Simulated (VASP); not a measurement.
Here is a VASP 6.6.1 calculation.

INCAR

```
  ALGO = Normal
  EDIFF = 1E-6
  ENCUT = 520
  ISIF = 2
  ISMEAR = 0
  LASPH = T
  LCHARG = T
  LELF = T
  LREAL = F
  LVHAR = T
  LWAVE = F
  NBANDS = 21
  NELM = 100
  PREC = Accurate
  SIGMA = 0.15
```

KPOINTS

```
k-points
0
Gamma
  16 16 16
```

Contents of POSCAR:

```
Ge
1.0
    0.0000000000      2.5991411480      2.7615874698
    2.5991411480      0.0000000000      2.7615874698
    2.5991411480      2.5991411480      0.0000000000
Ge
2
Direct
    0.5000000000      0.5000000000      0.5000000000
    0.7500000000      0.7500000000      0.7500000000
```

Potentials or basis: VASP PAW LDA potentials, release 64 (Ge_d).

Run with:

```console
$ cat potpaw_LDA.64/Ge_d/POTCAR > POTCAR
$ mpirun -np 1 vasp_std > vasp.out
```

**Question.** Predict the band gap on the k mesh.

**Answer.** Zero (band 14 reaches 7.01 eV, above the bottom of band 15 at 6.81 eV).

**Question.** Predict the pressure.

**Answer.** 19.1 GPa.

Stress tensor (GPa, compression positive):
```
20.90  0.00  0.00
 0.00 20.90  0.00
 0.00  0.00 15.64
```
